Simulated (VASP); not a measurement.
CuMoH6:

```
CELL_PARAMETERS angstrom
4.11988 0.00000 0.00000
0.00000 4.11988 0.00000
0.00000 0.00000 4.11988
ATOMIC_POSITIONS crystal
Cu 0.50000 0.50000 0.50000
H 0.84930 0.50000 0.50000
H 0.15070 0.50000 0.50000
H 0.50000 0.84930 0.50000
H 0.50000 0.15070 0.50000
H 0.50000 0.50000 0.84930
H 0.50000 0.50000 0.15070
Mo 0.00000 0.00000 0.00000
```

The cell was generated, and may not be a known phase.

```yaml
Program: VASP 6.6.1
Task: relaxation of cell and atoms
Functional: PBE
Potentials_or_basis: VASP PAW PBE potentials, release 64 (Cu, H, Mo_sv)
Cutoff: 600 eV
k_mesh: 4 × 4 × 4
Occupations: gaussian, width 0.1 eV
Spin: no spin polarisation
```

At the start: pressure 2.0 GPa; volume 8.74 Å³/atom.

Task: How do energy, volume and symmetry change on relaxing?

Result: Over 10 steps the energy falls by 141.7 meV/atom and the volume is 8.55 Å³/atom (-2.2 %); space group Pm-3m (No. 221, to 0.1 Å) before and after.

The path:
| step | energy change (eV) | largest force (eV/Å) | pressure (GPa) | volume (Å³) |
| --- | --- | --- | --- | --- |
| 1 | 0.0000 | 1.7006 | 2.04 | 69.93 |
| 2 | -0.6763 | 1.1991 | -2.77 | 71.06 |
| 3 | -0.7009 | 2.3860 | 0.86 | 73.40 |
| 4 | -0.9920 | 0.7055 | -3.68 | 71.82 |
| 5 | -1.0914 | 0.1645 | -2.45 | 72.59 |
| 6 | -1.0947 | 0.1447 | -2.88 | 72.41 |
| 7 | -1.0962 | 0.0491 | -2.69 | 72.47 |
| 8 | -1.1183 | 0.1790 | -1.25 | 70.54 |
| 9 | -1.1197 | 0.2535 | -0.79 | 69.97 |
| 10 | -1.1335 | 0.0290 | -0.11 | 68.39 |

Final structure:
```
Cu H Mo
1.0
     4.08936    0.00000    0.00000
     0.00000    4.08936    0.00000
     0.00000    0.00000    4.08936
Cu H Mo
1 6 1
Direct
  0.50000 0.50000 0.50000
  0.89297 0.50000 0.50000
  0.10703 0.50000 0.50000
  0.50000 0.89297 0.50000
  0.50000 0.10703 0.50000
  0.50000 0.50000 0.89297
  0.50000 0.50000 0.10703
  0.00000 0.00000 0.00000
```

Caveat: the k points lie up to 0.38 Å⁻¹ apart in the final cell, too coarse for converged energies and pressures of a metal; the highest band is partly filled, so the run has too few bands.
